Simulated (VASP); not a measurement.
# NaI in VASP: notebook

The runs below take NaI through single point, with PBE, r2SCAN, HSE06.

Everything below comes from runs of VASP 6.6.1. Logs are shortened: lines on timing, memory, paths and dates and some standing lists are left out, and cuts for length are marked.

**1. The cell of the first run**

It takes space group I-4m2 (No. 119, tetragonal). Conventional cell: a = 4.986 Å, b = 4.986 Å, c = 7.086 Å, α = 90.00°, β = 90.00°, γ = 90.00°. Na (site symmetry -4m2) has 4 I at 3.06 Å within 4.0 Å. I (site symmetry -4m2) has 4 Na at 3.06 Å within 4.0 Å.

**2. Single point, PBE (biaxial xy strain -0.5%)**

Input file INCAR:

```
SYSTEM = NaI
PREC = Accurate
ENCUT = 520
EDIFF = 1E-7
ISMEAR = -1
SIGMA = 0.02
LREAL = .False.
LASPH = .True.
NELM = 60
ALGO = Normal
ISIF = 2
LWAVE = .False.
LCHARG = .False.
GGA = PE
NBANDS = 14
```

Input file KPOINTS:

```
Automatic mesh
0
Gamma
  6 6 6
  0 0 0
```

Input file POSCAR:

```
NaI
1.0
    0.0000000000      3.5254757074      3.5431916657
    3.5254757074      0.0000000000      3.5431916657
    3.5254757074      3.5254757074      0.0000000000
Na I
1 1
Direct
    0.0000000000      0.0000000000      0.0000000000
    0.2500000000      0.2500000000      0.2500000000
```

Potentials or basis: VASP PAW PBE potentials, release 64 (Na_pv, I).

On the command line:

```
$ cat potpaw_PBE.64/Na_pv/POTCAR potpaw_PBE.64/I/POTCAR > POTCAR
$ mpirun -np 1 vasp_std > vasp.out
```

OUTCAR:

```text
SYSTEM = NaI
   PREC = Accurate
   ENCUT = 520
   EDIFF = 1E-7
   ISMEAR = -1
   LREAL = .False.
   LASPH = .True.
   NELM = 60
   ISIF = 2
   GGA = PE

 ion  position               nearest neighbor table
   1  0.000  0.000  0.000-   2 3.06   2 3.06   2 3.06   2 3.06
   2  0.250  0.250  0.250-   1 3.06   1 3.06   1 3.06   1 3.06

  LATTYP: Found a body centered tetragonal cell.
 ALAT       =     4.9857755592
 C/A-ratio  =     1.4213201632

  Lattice vectors:

 A1 = (  -3.5254757074,   0.0000000000,   3.5431916657)
 A2 = (   3.5254757074,   0.0000000000,   3.5431916657)
 A3 = (   0.0000000000,   3.5254757074,  -3.5431916657)

Analysis of symmetry for initial positions (statically):
=====================================================================
 Subroutine PRICEL returns:
 Original cell was already a primitive cell.

 Routine SETGRP: Setting up the symmetry group for a
 body centered tetragonal supercell.

 Subroutine GETGRP returns: Found  8 space group operations
 (whereof  8 operations were pure point group operations)
 out of a pool of 16 trial point group operations.

The static configuration has the point symmetry D_2d.

Analysis of symmetry for dynamics (positions and initial velocities):
=====================================================================
 Subroutine PRICEL returns:
 Original cell was already a primitive cell.

 Routine SETGRP: Setting up the symmetry group for a
 body centered tetragonal supercell.

 Subroutine GETGRP returns: Found  8 space group operations
 (whereof  8 operations were pure point group operations)
 out of a pool of 16 trial point group operations.

The dynamic configuration has the point symmetry D_2d.

 Subroutine INISYM returns: Found  8 space group operations
 (whereof  8 operations are pure point group operations),
 and found     1 'primitive' translations

----------------------------------------------------------------------------------------

                                     Primitive cell

  volume of cell :      88.0765

  direct lattice vectors                    reciprocal lattice vectors
     0.000000000  3.525475707  3.543191666    -0.141824832  0.141824832  0.141115708
     3.525475707  0.000000000  3.543191666     0.141824832 -0.141824832  0.141115708
     3.525475707  3.525475707  0.000000000     0.141824832  0.141824832 -0.141115708

  length of vectors
     4.998318332  4.998318332  4.985775559     0.245239085  0.245239085  0.245239085

  position of ions in fractional coordinates (direct lattice)
     0.000000000  0.000000000  0.000000000
     0.250000000  0.250000000  0.250000000

  ion indices of the primitive-cell ions
   primitive index   ion index
                 1           1
                 2           2

----------------------------------------------------------------------------------------

 KPOINTS: Automatic mesh

Automatic generation of k-mesh.
 Grid dimensions read from file:
 generate k-points for:    6    6    6

 Generating k-lattice:

  Cartesian coordinates                     Fractional coordinates (reciprocal lattice)
    -0.023637472  0.023637472  0.023519285     0.166666667  0.000000000  0.000000000
     0.023637472 -0.023637472  0.023519285     0.000000000  0.166666667  0.000000000
     0.023637472  0.023637472 -0.023519285     0.000000000  0.000000000  0.166666667

  Length of vectors
     0.040873181  0.040873181  0.040873181

  Shift w.r.t. Gamma in fractional coordinates (k-lattice)
     0.000000000  0.000000000  0.000000000

 Subroutine IBZKPT returns following result:
 ===========================================

 Found     30 irreducible k-points:

 Following reciprocal coordinates:
            Coordinates               Weight
  0.000000  0.000000  0.000000      1.000000
  0.166667  0.000000  0.000000      8.000000
  0.333333 -0.000000  0.000000      8.000000
  0.500000  0.000000  0.000000      4.000000
  0.166667  0.166667  0.000000      2.000000
  0.333333  0.166667  0.000000      8.000000
[... 16 lines left out ...]
  0.333333  0.000000  0.333333      4.000000
  0.500000 -0.000000  0.333333     16.000000
 [... further k-points ...]
   k-points           NKPTS =     30   k-points in BZ     NKDIM =     30   number of bands    NBANDS=     14
   number of dos      NEDOS =    301   number of ions     NIONS =      2
   total plane-waves  NPLWV =  64000
   dimension x,y,z NGX =    40 NGY =   40 NGZ =   40
   dimension x,y,z NGXF=    80 NGYF=   80 NGZF=   80
   ions per type =               1   1
   NGX,Y,Z   is equivalent  to a cutoff of  13.30, 13.30, 13.34 a.u.
   NGXF,Y,Z  is equivalent  to a cutoff of  26.61, 26.61, 26.68 a.u.
 SYSTEM =  NaI
   PREC   = accura    normal or accurate (medium, high low for compatibility)
   ISTART =      0    job   : 0-new  1-cont  2-samecut
   ICHARG =      2    charge: 1-file 2-atom 10-const
   ISPIN  =      1    spin polarized calculation?
   LNONCOLLINEAR =      F non collinear calculations
   LSORBIT =      F    spin-orbit coupling
   LASPH  =      T    aspherical Exc in radial PAW
   ENCUT  =  520.0 eV  38.22 Ry    6.18 a.u.   9.29  9.29  9.27*2*pi/ulx,y,z
   NELM   =     60;   NELMIN=  2; NELMDL= -5     # of ELM steps
   EDIFF  = 0.1E-06   stopping-criterion for ELM
   LREAL  =      F    real-space projection
   EDIFFG = 0.1E-05   stopping-criterion for IOM
   NSW    =      0    number of steps for IOM
   IBRION =     -1    ionic relax: 0-MD 1-quasi-New 2-CG
   NFREE  =      0    steps in history (QN), initial steepest desc. (CG)
   ISIF   =      2    stress and relaxation
   ISYM   =      2    0-nonsym 1-usesym 2-fastsym
   POTIM  = 0.5000    time-step for ionic-motion
   TEBEG  =    0.0;   TEEND  =   0.0 temperature during run
   PSTRESS=    0.0 pullay stress
   NELECT =      14.0000    total number of electrons
   NUPDOWN=      -1.0000    fix difference up-down
   EMIN   =  10.00;   EMAX   =-10.00  energy-range for DOS
   EFERMI =   0.00;   METHOD = LEGACY
   ISMEAR =    -1;   SIGMA  =   0.02  broadening in eV -4-tet -1-fermi 0-gaus
   EFERMI_NEDOS =   21; number of points for ismear=-14 and -15
   IALGO  =     38    algorithm
   IMIX   =      4    mixing-type and parameters
     AMIX     =   0.40;   BMIX     =  1.00
     AMIX_MAG =   1.60;   BMIX_MAG =  1.00
  volume/ion in A,a.u.               =      44.04       297.18
  Fermi-wavevector in a.u.,A,eV,Ry     =   0.886810  1.675829 10.700068  0.786433
  Thomas-Fermi vector in A             =   2.008026
   LORBIT       =      0    0 simple, 1 ext, 2 COOP (PROOUT), +10 PAW based schemes
   GGA     = PE    functional components
   LHFCALC =     F    Hartree Fock is set to
   AEXX    =    0.0000 exact exchange contribution
   IVDW    =     0    specifies the selected vdW correction
   LEPSILON=     F    determine dielectric tensor
   LRPA    =     F    only Hartree local field effects (RPA)
 non-spin polarized calculation
  energy-cutoff  :      520.00
  volume of cell :       88.08
 maximum number of plane-waves:      2421
 NGX is ok and might be reduce to    40
   NGX = 19   NGY = 19   NGZ = 19

 number of electron      14.0000003 magnetization

 Free energy of the ion-electron system (eV)
  ---------------------------------------------------
  ext. energy  EPLUGINS =         0.00000000
  ---------------------------------------------------
  free energy    TOTEN  =        -5.28769081 eV

  energy without entropy =       -5.28769081  energy(sigma->0) =       -5.28769081

 E-fermi :  -0.5678     XC(G=0):  -6.4969

 val. band max:       -1.0598824215   @ k =   0.0000   0.0000   0.0000
 cond. band min:       2.7772998470   @ k =   0.0000   0.0000   0.0000
 fundamental gap:      3.8371822686
 Fermi energy:        -0.5677698944

 k-point     1 :       0.0000    0.0000    0.0000
  band No.  band energies     occupation
      1     -23.1323      2.00000
      2     -23.1323      2.00000
      3     -23.1319      2.00000
      4     -11.5079      2.00000
      5      -1.0656      2.00000
      6      -1.0599      2.00000
      7      -1.0599      2.00000
      8       2.7773      0.00000
      9       6.8479      0.00000
     10       6.8576      0.00000
     11       6.8576      0.00000
     12       8.6000      0.00000
     13       8.6563      0.00000
     14       9.9549      0.00000

 k-point     2 :       0.1667    0.0000    0.0000
  band No.  band energies     occupation
      1     -23.1329      2.00000
      2     -23.1324      2.00000
      3     -23.1320      2.00000
      4     -11.4753      2.00000
      5      -1.4545      2.00000
      6      -1.0997      2.00000
      7      -1.0940      2.00000
      8       3.3621      0.00000
      9       6.4977      0.00000
     10       6.9980      0.00000
     11       7.0113      0.00000
     12       8.2144      0.00000
     13       8.2484      0.00000
     14       9.7419      0.00000

 k-point     3 :       0.3333   -0.0000    0.0000
  band No.  band energies     occupation
      1     -23.1342      2.00000
      2     -23.1326      2.00000
      3     -23.1323      2.00000
      4     -11.4084      2.00000
      5      -2.0554      2.00000
      6      -1.1689      2.00000
      7      -1.1596      2.00000
      8       4.1852      0.00000
      9       6.4166      0.00000
     10       6.7871      0.00000
     11       6.8176      0.00000
     12       8.8543      0.00000
     13       8.8580      0.00000
     14       9.1908      0.00000

 k-point     4 :       0.5000    0.0000    0.0000
  band No.  band energies     occupation
      1     -23.1349      2.00000
      2     -23.1326      2.00000
      3     -23.1324      2.00000
      4     -11.3742      2.00000
      5      -2.3048      2.00000
      6      -1.2022      2.00000
      7      -1.1912      2.00000
      8       4.3675      0.00000
      9       6.5980      0.00000
     10       6.6297      0.00000
     11       6.6940      0.00000
     12       9.5150      0.00000
     13      10.1886      0.00000
     14      10.2187      0.00000

 k-point     5 :       0.1667    0.1667    0.0000
  band No.  band energies     occupation
      1     -23.1326      2.00000
      2     -23.1325      2.00000
      3     -23.1325      2.00000
      4     -11.4648      2.00000
      5      -1.4577      2.00000
      6      -1.1672      2.00000
      7      -1.1672      2.00000
      8       3.5538      0.00000
      9       6.2111      0.00000
     10       7.2206      0.00000
     11       7.2573      0.00000
[... 276 lines left out ...]
 k-point    22 :      -0.3333    0.5000    0.1667
  band No.  band energies     occupation
      1     -23.1347      2.00000
      2     -23.1332      2.00000
      3     -23.1331      2.00000
      4     -11.3311      2.00000
      5      -2.0631      2.00000
      6      -1.6652      2.00000
      7      -1.5028      2.00000
      8       4.7051      0.00000
      9       5.7534      0.00000
     10       7.1240      0.00000
     11       7.4083      0.00000
     12       9.6585      0.00000
     13      10.4103      0.00000
     14      10.7200      0.00000

 k-point    23 :       0.3333    0.0000    0.3333
  band No.  band energies     occupation
      1     -23.1345      2.00000
      2     -23.1329      2.00000
      3     -23.1325      2.00000
      4     -11.3754      2.00000
      5      -2.0001      2.00000
      6      -1.3754      2.00000
      7      -1.3743      2.00000
      8       4.3473      0.00000
      9       5.4173      0.00000
     10       6.8525      0.00000
     11       8.2938      0.00000
     12       8.3292      0.00000
     13       9.7289      0.00000
     14      11.9020      0.00000

 k-point    24 :       0.5000   -0.0000    0.3333
  band No.  band energies     occupation
      1     -23.1350      2.00000
      2     -23.1331      2.00000
      3     -23.1327      2.00000
      4     -11.3413      2.00000
      5      -2.1114      2.00000
      6      -1.5776      2.00000
      7      -1.4059      2.00000
      8       4.4888      0.00000
      9       5.4979      0.00000
     10       7.0795      0.00000
     11       8.2575      0.00000
     12       8.9279      0.00000
     13      10.4474      0.00000
     14      10.8187      0.00000

 [... further k-points ...]

------------------------ aborting loop because EDIFF is reached ----------------------------------------

  FORCE on cell =-STRESS in cart. coord.  units (eV):
  Direction    XX          YY          ZZ          XY          YZ          ZX
  --------------------------------------------------------------------------------------
  -------------------------------------------------------------------------------------
  Total        0.2821718      0.2821718      0.2794983      0.0000000      0.0000000      0.0000000
  in kB        5.1329160      5.1329160      5.0842821      0.0000000      0.0000000      0.0000000
  external PRESSURE =       5.1167047 kB  Pullay stress =       0.0000000 kB

 VOLUME and BASIS-vectors are now :
 -----------------------------------------------------------------------------
  energy-cutoff  :      520.00
  volume of cell :       88.08
      direct lattice vectors                 reciprocal lattice vectors
     0.000000000  3.525475707  3.543191666    -0.141824832  0.141824832  0.141115708
     3.525475707  0.000000000  3.543191666     0.141824832 -0.141824832  0.141115708
     3.525475707  3.525475707  0.000000000     0.141824832  0.141824832 -0.141115708

 POSITION                                       TOTAL-FORCE (eV/Angst)
 -----------------------------------------------------------------------------------
      0.00000      0.00000      0.00000         0.000000      0.000000     -0.000000
      1.76274      1.76274      1.77160        -0.000000     -0.000000      0.000000
 -----------------------------------------------------------------------------------
    total drift:                                0.000001      0.000001      0.000001

  FREE ENERGIE OF THE ION-ELECTRON SYSTEM (eV)
  ---------------------------------------------------
  free  energy   TOTEN  =        -5.2876908084 eV

  energy  without entropy=       -5.2876908084  energy(sigma->0) =       -5.28769081
```

It took 41 s on 1 thread of Intel Xeon Platinum 8488C (Sapphire Rapids), shared host; peak memory 0.24 GiB.

Results:

```
Free energy            : -5.2877 eV
Pressure               : 0.5 GPa
Band gap on the k mesh : 3.84 eV
```

Levels at points of the mesh, in eV from the valence-band top:
```tsv
k point	band 3	band 4	band 5	band 6	band 7	band 8	band 9	band 10	band 11	band 12
(0.00, 0.00, 0.00)	-22.07	-10.45	-0.01	0.00	0.00	3.84	7.91	7.92	7.92	9.66
(0.50, 0.00, 0.00)	-22.07	-10.31	-1.24	-0.14	-0.13	5.43	7.66	7.69	7.75	10.57
(0.50, 0.50, 0.00)	-22.07	-10.27	-1.16	-0.40	-0.40	5.18	6.21	9.06	10.50	10.50
(0.50, 0.00, 0.50)	-22.07	-10.27	-1.15	-0.41	-0.41	5.18	6.19	9.10	10.46	10.51
```

Caveat: the cell differs from its parent crystal (biaxial xy strain -0.5%); spin-orbit coupling is left out, which moves the levels of the heavy elements.

**3. Single point, PBE (shear xy strain -3.8%)**

Input file INCAR:

```
SYSTEM = NaI
  PREC = Accurate
  ENCUT = 520
  EDIFF = 1E-6
  ISMEAR = -1
  SIGMA = 0.02
  LREAL = .False.
  LASPH = .True.
  NELM = 100
  ALGO = Normal
  ISIF = 2
  LWAVE = .False.
  LCHARG = .False.
  GGA = PE
  NBANDS = 14
```

Input file KPOINTS:

```
regular mesh
0
Gamma
  6 6 6
  0 0 0
```

Input file POSCAR:

```
NaI
1.0
   -0.0664348437      3.5431916657      3.5431916657
    3.5431916657     -0.0664348437      3.5431916657
    3.4767568220      3.4767568220      0.0000000000
Na I
1 1
Direct
   -0.0042629973     -0.0042629973      0.0042629973
    0.2542629973      0.2542629973      0.2457370027
```

Potentials or basis: VASP PAW PBE potentials, release 64 (Na_pv, I).

On the command line:

```
$ cat potpaw_PBE.64/Na_pv/POTCAR potpaw_PBE.64/I/POTCAR > POTCAR
$ mpirun -np 1 vasp_std > vasp.out
```

Wall time 64 s (1 thread of Intel Xeon Platinum 8488C (Sapphire Rapids), shared host); peak memory 0.25 GiB.

Results (log left out):

* Free energy: -5.2890 eV
* Pressure: 0.4 GPa
* Largest force: 0.003 eV/Å
* Band gap on the k mesh: 3.76 eV

Forces in eV/Å, atoms in the order of the input:
```
Na   0.000  0.000 -0.003
I    0.000  0.000  0.003
```

Stress tensor (GPa, compression positive):
```
0.38 0.11 0.00
0.11 0.38 0.00
0.00 0.00 0.37
```

Levels at points of the mesh, in eV from the valence-band top:
```tsv
k point	band 4	band 5	band 6	band 7	band 8	band 9	band 10	band 11
(0.00, 0.00, 0.00)	-10.49	-0.11	-0.06	0.00	3.76	7.68	7.85	8.01
(0.50, 0.00, 0.00)	-10.37	-1.29	-0.18	-0.13	5.38	7.57	7.63	7.75
(0.50, 0.50, 0.00)	-10.32	-1.19	-0.52	-0.38	5.12	6.15	8.97	10.30
(0.00, 0.00, 0.50)	-10.35	-1.27	-0.24	-0.20	5.33	7.47	7.61	7.72
(0.50, 0.00, 0.50)	-10.32	-1.19	-0.45	-0.45	5.13	6.14	8.95	10.38
```

Caveat: the cell differs from its parent crystal (shear xy strain -3.8%); spin-orbit coupling is left out, which moves the levels of the heavy elements.

[end of part 1 of 3]
